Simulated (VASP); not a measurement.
Wanted: the native input for a VASP 6.6.1 run.

* Task: single point
* Functional: PBE
* Potentials or basis: VASP PAW PBE potentials, release 64 (Cs_sv)
* Cutoff: 520 eV
* k mesh: 10 × 10 × 10
* Occupations: gaussian, width 0.1 eV
* Spin: no spin polarisation
* Dipole correction: no
* Further INCAR settings: ALGO = Normal; EDIFF = 1e-06; NBANDS = 10

The structure of Cs lies in POSCAR:

```
Cs
1.0
   -3.0483246653      3.0483246653      3.0483246653
    3.0483246653     -3.0483246653      3.0483246653
    3.0483246653      3.0483246653     -3.0483246653
Cs
1
Direct
    0.0000000000      0.0000000000      0.0000000000
```

This cell differs from its parent crystal: volume scaled by 0.97.

These files were run (other wordings do the same):

INCAR

```
PREC = Accurate
ENCUT = 520
EDIFF = 1E-6
ISMEAR = 0
SIGMA = 0.1
LREAL = F
LASPH = T
NELM = 60
ALGO = Normal
ISIF = 2
LWAVE = F
LCHARG = F
GGA = PE
NBANDS = 10
```

KPOINTS

```
regular mesh
0
Gamma
  10 10 10
```

Potentials or basis: VASP PAW PBE potentials, release 64 (Cs_sv).

Command:

```console
$ cat potpaw_PBE.64/Cs_sv/POTCAR > POTCAR
$ mpirun -np 1 vasp_std > vasp.out
```

Results of the run:

```
Pressure : 0.1 GPa
```

It took 30 s on 1 thread of Intel(R) Xeon(R) Platinum 8488C (Sapphire Rapids), on a shared host, peak memory 0.26 GiB.
